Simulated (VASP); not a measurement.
# Sc (P6_3/mmc) in VASP: further runs

Sc is run at these levels: PBEsol; tasks: single point.

Program: VASP 6.6.1. These are calculated values, not measurements. Logs are shortened: lines on timing, memory, paths and dates and some standing lists are left out, and cuts for length are marked.

### 1 The cell of the first run

Symmetry: P6_3/mmc, No. 194, hexagonal system. Conventional cell: a = 3.441 Å, b = 3.441 Å, c = 4.879 Å, α = 90.00°, β = 90.00°, γ = 120.00°. Within 4.1 Å of Sc (site symmetry -6m2) lie 12 Sc at 3.15 to 3.44 Å.

### 2 Single point, PBEsol

Input file INCAR:

```
SYSTEM = Sc
PREC = Accurate
ENCUT = 520
EDIFF = 1E-6
ISMEAR = 0
SIGMA = 0.15
LREAL = .FALSE.
LASPH = .TRUE.
NELM = 100
ALGO = Fast
ISIF = 2
LWAVE = .FALSE.
LCHARG = .TRUE.
GGA = PS
LELF = .TRUE.
LVHAR = .TRUE.
NBANDS = 18
```

Input file KPOINTS:

```
regular mesh
0
G
  15 15 10
  0 0 0
```

Input file POSCAR:

```
Sc
1.0
    3.4408000000      0.0000000000      0.0000000000
   -1.7204000000      2.9798202094      0.0000000000
    0.0000000000      0.0000000000      4.8791000000
Sc
2
Direct
    0.3333333333      0.6666666667      0.2500000000
    0.6666666667      0.3333333333      0.7500000000
```

Potentials or basis: VASP PAW PBE potentials, release 64 (Sc_sv).

The run is started by

```
$ cat potpaw_PBE.64/Sc_sv/POTCAR > POTCAR
$ mpirun -np 1 vasp_std > vasp.out
```

OUTCAR:

```text
SYSTEM = Sc
   PREC = Accurate
   ENCUT = 520
   EDIFF = 1E-6
   ISMEAR = 0
   LREAL = .FALSE.
   LASPH = .TRUE.
   NELM = 100
   ISIF = 2
   GGA = PS

 ion  position               nearest neighbor table
   1  0.333  0.667  0.250-   2 3.15   2 3.15   2 3.15   2 3.15   2 3.15   2 3.15
   2  0.667  0.333  0.750-   1 3.15   1 3.15   1 3.15   1 3.15   1 3.15   1 3.15

  LATTYP: Found a hexagonal cell.
 ALAT       =     3.4408000000
 C/A-ratio  =     1.4180132527

  Lattice vectors:

 A1 = (   3.4408000000,   0.0000000000,   0.0000000000)
 A2 = (  -1.7204000000,   2.9798202094,   0.0000000000)
 A3 = (   0.0000000000,   0.0000000000,   4.8791000000)

Analysis of symmetry for initial positions (statically):
=====================================================================
 Subroutine PRICEL returns:
 Original cell was already a primitive cell.

 Routine SETGRP: Setting up the symmetry group for a
 hexagonal supercell.

 Subroutine GETGRP returns: Found 24 space group operations
 (whereof 12 operations were pure point group operations)
 out of a pool of 24 trial point group operations.

The static configuration has the point symmetry D_3d.
 The point group associated with its full space group is D_6h.

Analysis of symmetry for dynamics (positions and initial velocities):
=====================================================================
 Subroutine PRICEL returns:
 Original cell was already a primitive cell.

 Routine SETGRP: Setting up the symmetry group for a
 hexagonal supercell.

 Subroutine GETGRP returns: Found 24 space group operations
 (whereof 12 operations were pure point group operations)
 out of a pool of 24 trial point group operations.

The dynamic configuration has the point symmetry D_3d.
 The point group associated with its full space group is D_6h.

 Subroutine INISYM returns: Found 24 space group operations
 (whereof 12 operations are pure point group operations),
 and found     1 'primitive' translations

----------------------------------------------------------------------------------------

                                     Primitive cell

  volume of cell :      50.0252

  direct lattice vectors                    reciprocal lattice vectors
     3.440800000  0.000000000  0.000000000     0.290630086  0.167795358  0.000000000
    -1.720400000  2.979820209  0.000000000     0.000000000  0.335590717  0.000000000
     0.000000000  0.000000000  4.879100000     0.000000000  0.000000000  0.204955832

  length of vectors
     3.440800000  3.440800000  4.879100000     0.335590717  0.335590717  0.204955832

  position of ions in fractional coordinates (direct lattice)
     0.333333333  0.666666667  0.250000000
     0.666666667  0.333333333  0.750000000

  ion indices of the primitive-cell ions
   primitive index   ion index
                 1           1
                 2           2

----------------------------------------------------------------------------------------

 KPOINTS: regular mesh

Automatic generation of k-mesh.
 Grid dimensions read from file:
 generate k-points for:   15   15   10

 Generating k-lattice:

  Cartesian coordinates                     Fractional coordinates (reciprocal lattice)
     0.019375339  0.011186357  0.000000000     0.066666667 -0.000000000  0.000000000
     0.000000000  0.022372714  0.000000000     0.000000000  0.066666667  0.000000000
     0.000000000  0.000000000  0.020495583     0.000000000  0.000000000  0.100000000

  Length of vectors
     0.022372714  0.022372714  0.020495583

  Shift w.r.t. Gamma in fractional coordinates (k-lattice)
     0.000000000  0.000000000  0.000000000

 Subroutine IBZKPT returns following result:
 ===========================================

 Found    162 irreducible k-points:

 Following reciprocal coordinates:
            Coordinates               Weight
  0.000000  0.000000  0.000000      1.000000
  0.066667  0.000000  0.000000      6.000000
  0.133333 -0.000000  0.000000      6.000000
  0.200000 -0.000000  0.000000      6.000000
  0.266667 -0.000000  0.000000      6.000000
  0.333333  0.000000  0.000000      6.000000
[... 16 lines left out ...]
  0.333333  0.200000  0.000000     12.000000
  0.400000  0.200000  0.000000      6.000000
 [... further k-points ...]
   k-points           NKPTS =    162   k-points in BZ     NKDIM =    162   number of bands    NBANDS=     18
   number of dos      NEDOS =    301   number of ions     NIONS =      2
   total plane-waves  NPLWV =  28224
   dimension x,y,z NGX =    28 NGY =   28 NGZ =   36
   dimension x,y,z NGXF=    56 NGYF=   56 NGZF=   72
   ions per type =               2
   NGX,Y,Z   is equivalent  to a cutoff of  13.53, 13.53, 12.27 a.u.
   NGXF,Y,Z  is equivalent  to a cutoff of  27.06, 27.06, 24.53 a.u.
 SYSTEM =  Sc
   PREC   = accura    normal or accurate (medium, high low for compatibility)
   ISTART =      0    job   : 0-new  1-cont  2-samecut
   ICHARG =      2    charge: 1-file 2-atom 10-const
[... 90 lines left out ...]
     17       5.7226      0.00000
     18       6.0787      0.00000

 k-point     4 :       0.2000   -0.0000    0.0000
  band No.  band energies     occupation
      1     -45.7564      2.00000
      2     -45.6777      2.00000
      3     -24.6697      2.00000
      4     -24.4536      2.00000
      5     -24.4188      2.00000
      6     -24.3573      2.00000
[... 10 lines left out ...]
     17       5.9677      0.00000
     18       6.3924      0.00000

 k-point     5 :       0.2667   -0.0000    0.0000
  band No.  band energies     occupation
      1     -45.7464      2.00000
      2     -45.6791      2.00000
      3     -24.6353      2.00000
      4     -24.4914      2.00000
      5     -24.4338      2.00000
      6     -24.3956      2.00000
[... 10 lines left out ...]
     17       6.2673      0.00000
     18       6.5688      0.00000

 k-point     6 :       0.3333    0.0000    0.0000
  band No.  band energies     occupation
      1     -45.7359      2.00000
      2     -45.6815      2.00000
      3     -24.5967      2.00000
      4     -24.5282      2.00000
      5     -24.4477      2.00000
      6     -24.4311      2.00000
[... 10 lines left out ...]
     17       6.5981      0.00000
     18       6.8580      0.00000

 k-point     7 :       0.4000   -0.0000    0.0000
  band No.  band energies     occupation
      1     -45.7263      2.00000
      2     -45.6847      2.00000
      3     -24.5593      2.00000
      4     -24.5573      2.00000
      5     -24.4582      2.00000
      6     -24.4580      2.00000
[... 10 lines left out ...]
     17       6.9338      0.00000
     18       7.2134      0.00000

 k-point     8 :       0.4667   -0.0000    0.0000
  band No.  band energies     occupation
      1     -45.7200      2.00000
      2     -45.6875      2.00000
      3     -24.5734      2.00000
      4     -24.5334      2.00000
      5     -24.4725      2.00000
      6     -24.4639      2.00000
[... 10 lines left out ...]
     17       7.1954      0.00000
     18       7.6545      0.00000
[... 229 lines left out ...]
     17       6.8837      0.00000
     18       7.3571      0.00000

 k-point    20 :       0.4000    0.1333    0.0000
  band No.  band energies     occupation
      1     -45.7165      2.00000
      2     -45.6893      2.00000
      3     -24.5689      2.00000
      4     -24.5188      2.00000
      5     -24.4777      2.00000
      6     -24.4623      2.00000
[... 10 lines left out ...]
     17       7.1215      0.00000
     18       7.6525      0.00000

 k-point    21 :       0.2000    0.2000    0.0000
  band No.  band energies     occupation
      1     -45.7331      2.00000
      2     -45.6823      2.00000
      3     -24.5863      2.00000
      4     -24.5102      2.00000
      5     -24.4927      2.00000
      6     -24.4026      2.00000
[... 10 lines left out ...]
     17       6.5407      0.00000
     18       6.9657      0.00000

 k-point    22 :       0.2667    0.2000    0.0000
  band No.  band energies     occupation
      1     -45.7236      2.00000
      2     -45.6858      2.00000
      3     -24.5487      2.00000
      4     -24.5398      2.00000
      5     -24.4960      2.00000
      6     -24.4243      2.00000
[... 10 lines left out ...]
     17       6.9172      0.00000
     18       7.2666      0.00000

 k-point    23 :       0.3333    0.2000    0.0000
  band No.  band energies     occupation
      1     -45.7154      2.00000
      2     -45.6899      2.00000
      3     -24.5604      2.00000
      4     -24.5140      2.00000
      5     -24.4891      2.00000
      6     -24.4482      2.00000
[... 10 lines left out ...]
     17       7.1860      0.00000
     18       7.5805      0.00000

 k-point    24 :       0.4000    0.2000    0.0000
  band No.  band energies     occupation
      1     -45.7115      2.00000
      2     -45.6923      2.00000
      3     -24.5677      2.00000
      4     -24.4969      2.00000
      5     -24.4788      2.00000
      6     -24.4646      2.00000
[... 10 lines left out ...]
     17       7.1801      0.00000
     18       7.7380      0.00000

 [... further k-points ...]

------------------------ aborting loop because EDIFF is reached ----------------------------------------

  FORCE on cell =-STRESS in cart. coord.  units (eV):
  Direction    XX          YY          ZZ          XY          YZ          ZX
  --------------------------------------------------------------------------------------
  -------------------------------------------------------------------------------------
  Total       -1.5880117     -1.5880117      0.4586185     -0.0000000      0.0000000      0.0000000
  in kB      -50.8598491    -50.8598491     14.6883462     -0.0000000      0.0000000      0.0000000
  external PRESSURE =     -29.0104507 kB  Pullay stress =       0.0000000 kB

 VOLUME and BASIS-vectors are now :
 -----------------------------------------------------------------------------
  energy-cutoff  :      520.00
  volume of cell :       50.03
      direct lattice vectors                 reciprocal lattice vectors
     3.440800000  0.000000000  0.000000000     0.290630086  0.167795358  0.000000000
    -1.720400000  2.979820209  0.000000000     0.000000000  0.335590717  0.000000000
     0.000000000  0.000000000  4.879100000     0.000000000  0.000000000  0.204955832

 POSITION                                       TOTAL-FORCE (eV/Angst)
 -----------------------------------------------------------------------------------
     -0.00000      1.98655      1.21978        -0.000000     -0.000000      0.000000
      1.72040      0.99327      3.65932         0.000000      0.000000      0.000000
 -----------------------------------------------------------------------------------
    total drift:                               -0.000000      0.000000     -0.000000

  FREE ENERGIE OF THE ION-ELECTRON SYSTEM (eV)
  ---------------------------------------------------
  free  energy   TOTEN  =       -13.1449347054 eV

  energy  without entropy=      -13.1021630547  energy(sigma->0) =      -13.12354888
```

Wall time 3.9 min (1 thread of Intel Xeon 8259CL, shared host); peak memory 0.25 GiB.

Results:

| Item | Value |
| --- | --- |
| Free energy | -13.1449 eV |
| Pressure | -2.9 GPa |
| Band gap on the k mesh | zero (bands 11 and 12 overlap by 1.87 eV) |

Levels at points of the mesh, in eV from the Fermi level:
```csv
k point,band 6,band 7,band 8,band 9,band 10,band 11,band 12,band 13,band 14,band 15
"(0.00, 0.00, 0.00)",-27.75,-27.75,-27.68,-5.06,-1.47,1.36,1.48,1.48,1.94,1.94
"(0.00, 0.00, 0.50)",-27.80,-27.80,-27.80,-3.33,-3.33,1.25,1.25,1.25,1.25,1.32
```

Caveat: the stress differs along the axes, from -5 to 1 GPa; the PAW data sets were made with another functional, which shifts forces and pressure a little.

### 3 Single point, PBEsol

This run uses another cell than the first one, of 25.40 Å³/atom.

INCAR is that of step 2.

KPOINTS is that of step 2.

Edit POSCAR of step 2 so:

```diff
@@ -4,3 +4,3 @@
    -1.7204000000      2.9798202094      0.0000000000
-    0.0000000000      0.0000000000      4.8791000000
+    0.0000000000      0.0000000000      4.9553000000
 Sc
```

Potentials or basis: VASP PAW PBE potentials, release 64 (Sc_sv).

The run is started by

```
$ cat potpaw_PBE.64/Sc_sv/POTCAR > POTCAR
$ mpirun -np 1 vasp_std > vasp.out
```

It took 4.7 min on 1 thread of Intel Xeon 8259CL, shared host; peak memory 0.26 GiB.

The run converged. Its results:

- Free energy: -13.1489 eV
- Pressure: -3.6 GPa
- Band gap on the k mesh: zero (bands 11 and 12 overlap by 1.75 eV)

Stress tensor (GPa, compression positive):
```
-5.41  0.00  0.00
 0.00 -5.41  0.00
 0.00  0.00  0.00
```

Levels at points of the mesh, in eV from the Fermi level:
| k point | band 9 | band 10 | band 11 | band 12 | band 13 | band 14 |
| --- | --- | --- | --- | --- | --- | --- |
| (0.00, 0.00, 0.00) | -5.04 | -1.47 | 1.18 | 1.48 | 1.48 | 1.97 |
| (0.00, 0.00, 0.50) | -3.37 | -3.37 | 1.25 | 1.25 | 1.28 | 1.28 |

Caveat: the stress differs along the axes, from -5 to -0 GPa; the PAW data sets were made with another functional, which shifts forces and pressure a little.

### 4 Single point, PBEsol

This run uses another cell than the first one, of 25.45 Å³/atom.

Input file INCAR:

```
PREC = Accurate
ENCUT = 520
EDIFF = 1E-6
ISMEAR = 0
SIGMA = 0.15
LREAL = False
LASPH = True
NELM = 60
ALGO = Fast
ISIF = 2
LWAVE = False
LCHARG = False
GGA = PS
NBANDS = 18
```

Input file KPOINTS:

```
regular mesh
0
Gamma
  15 15 10
```

Input file POSCAR:

```
Sc
1.0
    3.3588000000      0.0000000000      0.0000000000
   -1.6794000000      2.9088061262      0.0000000000
    0.0000000000      0.0000000000      5.2094000000
Sc
2
Direct
    0.3333333333      0.6666666667      0.2500000000
    0.6666666667      0.3333333333      0.7500000000
```

The run is started by

```
$ cat potpaw_PBE.64/Sc_sv/POTCAR > POTCAR
$ mpirun -np 1 vasp_std > vasp.out
```

It took 5.3 min on 1 thread of Intel Xeon 8259CL, shared host; peak memory 0.26 GiB.

The run converged. Its results:

```yaml
Free_energy: -13.1918 eV
Pressure: -3.7 GPa
Band_gap_on_the_k_mesh: zero (bands 11 and 12 overlap by 1.43 eV)
```

Stress tensor (GPa, compression positive):
```
-3.77  0.00  0.00
 0.00 -3.77  0.00
 0.00  0.00 -3.50
```

Levels at points of the mesh, in eV from the Fermi level:
```tsv
k point	band 9	band 10	band 11	band 12	band 13	band 14
(0.00, 0.00, 0.00)	-5.07	-1.59	0.59	1.54	1.54	1.82
(0.00, 0.00, 0.50)	-3.55	-3.55	0.97	0.97	1.45	1.45
```

Caveat: the cell stands under tension; the PAW data sets were made with another functional, which shifts forces and pressure a little.

### 5 Single point, PBEsol

This run uses another cell than the first one, of 25.52 Å³/atom.

Input file INCAR:

```
SYSTEM = Sc
  PREC = Accurate
  ENCUT = 520
  EDIFF = 1E-7
  ISMEAR = 0
  SIGMA = 0.15
  LREAL = .False.
  LASPH = .True.
  NELM = 80
  ALGO = Fast
  ISIF = 2
  LWAVE = .False.
  LCHARG = .False.
  GGA = PS
  NBANDS = 18
```

Input file KPOINTS:

```
Automatic mesh
0
Gamma
  15 15 10
  0 0 0
```

Input file POSCAR:

```
Sc
1.0
    3.2769240353      0.0000000000      0.0000000000
   -1.6384620176      2.8378994608      0.0000000000
    0.0000000000      0.0000000000      5.4890000000
Sc
2
Direct
    0.3333333333      0.6666666667      0.2500000000
    0.6666666667      0.3333333333      0.7500000000
```

The run is started by

```
$ cat potpaw_PBE.64/Sc_sv/POTCAR > POTCAR
$ mpirun -np 1 vasp_std > vasp.out
```

It took 4 min on 1 thread of Intel Xeon 8259CL, shared host; peak memory 0.25 GiB.

It converged, with:

- Free energy: -13.1519 eV
- Pressure: -3.6 GPa
- Band gap on the k mesh: zero (bands 11 and 12 overlap by 1.05 eV)

Stress tensor (GPa, compression positive):
```
-2.04  0.00  0.00
 0.00 -2.04  0.00
 0.00  0.00 -6.61
```

Levels at points of the mesh, in eV from the Fermi level:
```
           k point  band 8  band 9  band 10  band 11  band 12  band 13  band 14  band 15
(0.00, 0.00, 0.00)  -27.83   -5.08    -1.77     0.07     1.40     1.59     1.59     1.92
(0.00, 0.00, 0.50)  -27.85   -3.72    -3.72     0.68     0.68     1.58     1.58     1.58
```

Caveat: the cell stands under tension; the PAW data sets were made with another functional, which shifts forces and pressure a little.

### 6 Single point, PBEsol

This run uses another cell than the first one, of 25.82 Å³/atom.

Input file INCAR:

```
PREC = Accurate
ENCUT = 520
EDIFF = 1E-6
ISMEAR = 0
SIGMA = 0.15
LREAL = False
LASPH = True
NELM = 60
ALGO = Fast
ISIF = 2
LWAVE = False
LCHARG = False
GGA = PS
NBANDS = 18
```

Input file KPOINTS:

```
regular mesh
0
Gamma
  15 15 10
```

Input file POSCAR:

```
Sc
1.0
    3.3588000000      0.0000000000      0.0000000000
   -1.6794000000      2.9088061262      0.0000000000
    0.0000000000      0.0000000000      5.2857000000
Sc
2
Direct
    0.3333333333      0.6666666667      0.2500000000
    0.6666666667      0.3333333333      0.7500000000
```

Potentials or basis: VASP PAW PBE potentials, release 64 (Sc_sv).

The run is started by

```
$ cat potpaw_PBE.64/Sc_sv/POTCAR > POTCAR
$ mpirun -np 1 vasp_std > vasp.out
```

It took 4.3 min on 1 thread of Intel Xeon 8259CL, shared host; peak memory 0.26 GiB.

Results (log left out):

```yaml
Free_energy: -13.1729 eV
Pressure: -4.3 GPa
Band_gap_on_the_k_mesh: zero (bands 11 and 12 overlap by 1.35 eV)
```

Stress tensor (GPa, compression positive):
```
-4.05  0.00  0.00
 0.00 -4.05  0.00
 0.00  0.00 -4.72
```

Levels at points of the mesh, in eV from the Fermi level:
```csv
k point,band 8,band 9,band 10,band 11,band 12,band 13,band 14,band 15
"(0.00, 0.00, 0.00)",-27.84,-5.05,-1.60,0.46,1.54,1.54,1.72,1.94
"(0.00, 0.00, 0.50)",-27.89,-3.57,-3.57,0.91,0.91,1.47,1.47,1.47
```

Caveat: the cell stands under tension; the PAW data sets were made with another functional, which shifts forces and pressure a little.

### 7 Summary

| cell | further INCAR settings | gap on the mesh (eV) | pressure (GPa) |
| --- | --- | --- | --- |
| a = 3.441, b = 3.441, c = 4.879 Å, angles 90.0, 90.0, 120.0°, 2 atoms | ALGO = Fast; EDIFF = 1e-06; NBANDS = 18 | none | -2.9 |
| a = 3.441, b = 3.441, c = 4.955 Å, angles 90.0, 90.0, 120.0°, 2 atoms | ALGO = Fast; EDIFF = 1e-06; NBANDS = 18 | none | -3.6 |
| a = 3.359, b = 3.359, c = 5.209 Å, angles 90.0, 90.0, 120.0°, 2 atoms | ALGO = Fast; EDIFF = 1e-06; NBANDS = 18 | none | -3.7 |
| a = 3.277, b = 3.277, c = 5.489 Å, angles 90.0, 90.0, 120.0°, 2 atoms | ALGO = Fast; EDIFF = 1e-07; NBANDS = 18 | none | -3.6 |
| a = 3.359, b = 3.359, c = 5.286 Å, angles 90.0, 90.0, 120.0°, 2 atoms | ALGO = Fast; EDIFF = 1e-06; NBANDS = 18 | none | -4.3 |

Alike in all rows: task single point; level PBEsol; potentials or basis VASP PAW PBE potentials, release 64 (Sc_sv); no spin polarisation; k mesh 15 × 15 × 10; cutoff (eV) 520; smearing gaussian 0.15 eV.

Caveats: the PAW data sets were made with another functional, which shifts forces and pressure a little; the cell stands under tension (at least some runs); the stress differs along the axes, from -5 to 1 GPa (at least some runs); the stress differs along the axes, from -5 to -0 GPa (at least some runs).

Total energies depend on the potentials used, so only differences within one code and one set of settings carry meaning.
